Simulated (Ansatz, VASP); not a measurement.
LaAgS2: VASP beside Ansatz

The input POSCAR:

```
LaAgS2
1.0
    4.1300216913      0.0000000000      0.0000000000
    0.0000000000      4.1300216913      0.0000000000
    0.0000000000      0.0000000000      5.6048983238
Ag S La
1 2 1
Direct
    0.0000000000      0.0000000000      0.0000000000
    0.0000000000      0.0000000000      0.5000000000
    0.5000000000      0.5000000000      0.0000000000
    0.5000000000      0.5000000000      0.5000000000
```

The input INCAR.step1:

```
PREC = Accurate ; ENCUT = 520
ISMEAR = -1 ; SIGMA = 0.02
LREAL = False ; LASPH = True
NELM = 100 ; NBANDS = 25
GGA = PE ; ALGO = Normal
EDIFF = 1E-4 ; LWAVE = True
LCHARG = False
```

INCAR.step2

```
PREC = Accurate ; ENCUT = 520
EDIFF = 1E-6 ; ISMEAR = -1
SIGMA = 0.02 ; LREAL = False
LASPH = True ; NELM = 100
ALGO = Normal ; ISIF = 2
LWAVE = False ; LCHARG = True
METAGGA = R2SCAN ; LMIXTAU = True
LELF = True ; LVHAR = True
NBANDS = 25 ; ISTART = 1
```

KPOINTS

```
regular mesh
0
Gamma
  6 6 6
```

Input for Ansatz:

```yaml
crystal:
  lattice:
    - [4.1300216913, 0.0, 0.0]
    - [0.0, 4.1300216913, 0.0]
    - [0.0, 0.0, 5.6048983238]
  atoms:
    - { symbol: Ag, position: [0.0, 0.0, 0.0] }
    - { symbol: S, position: [0.0, 0.0, 0.5] }
    - { symbol: La, position: [0.5, 0.5, 0.5] }
    - { symbol: S, position: [0.5, 0.5, 0.0] }
kpoints:
  mp_grid: { grid: [6, 6, 6] }
  band_path:
    path:
      - [0.0, 0.0, 0.0]
      - [0.0, 0.5, 0.0]
      - [0.5, 0.5, 0.0]
      - [0.0, 0.0, 0.5]
      - [0.0, 0.5, 0.5]
      - [0.5, 0.5, 0.5]
      - [0.15, 0.15, 0.5]
    npoints: 1
hamiltonian:
  xc: r2scan
scf:
  occupations: { method: fermi_dirac, width: 0.02 }
  n_extra_bands: 5
output:
  forces: true
  stress: true
  eigenvalues: true
  write_density: true
  write_potential: true
  elf: true
  volumetric_format: npy
```

Alike in both runs: task single point; functional r2SCAN; k mesh 6 × 6 × 6; occupations fermi-dirac, width 0.02 eV; no spin polarisation.

|  | VASP | Ansatz |
| --- | --- | --- |
| version | VASP 6.6.1 | Ansatz 0.2.0 |
| potentials or method | VASP PAW PBE potentials, release 64 (Ag, S, La) | plane waves, PAW |
| plane-wave cutoff (eV) | 520 | 500 |
| valence electrons in the cell | 34 | 42 |

VASP gave:

```
pressure (GPa) : -0.2
```

Q: Estimate Ansatz's values.

A: Pressure (GPa): 0.0.

VASP's potentials were made for PBE, not for r2SCAN. VASP's potentials hold 34 valence electrons a cell and Ansatz's 42, so a difference there can come from the potentials and not from the codes.

Neither program's run includes spin-orbit coupling.
